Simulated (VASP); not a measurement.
NaI (series):

```xyz
2
Lattice="0.0000 3.2364 3.2364 3.2364 0.0000 3.2364 3.2364 3.2364 0.0000" Properties=species:S:1:pos:R:3 pbc="T T T"
Na    0.0000    0.0000    0.0000
I     3.2364    3.2364    3.2364
```

Base run:

| Item | Value |
| --- | --- |
| Program | VASP 6.6.1 |
| Functional | PBE |
| Potentials or basis | VASP PAW PBE potentials, release 64 (Na_pv, I) |
| Cutoff | 500 eV |
| k mesh | 8 × 8 × 8 |
| Occupations | gaussian, width 0.02 eV |
| Spin | no spin polarisation |

Its results: band gap on the k mesh 3.64 eV, direct; pressure 0.4 GPa.

Q: After a change of settings the same cell gave: band gap on the k mesh 3.57 eV, direct; pressure 2.7 GPa. Which change was it?
A. k mesh from 8 × 8 × 8 to 10 × 10 × 10
B. k mesh from 8 × 8 × 8 to 6 × 6 × 6
C. k mesh from 8 × 8 × 8 to 4 × 4 × 4
D. k mesh from 8 × 8 × 8 to 2 × 2 × 2

A: D.

Caveats: some runs use coarse meshes; spin-orbit coupling is left out, which moves the levels of the heavy elements.
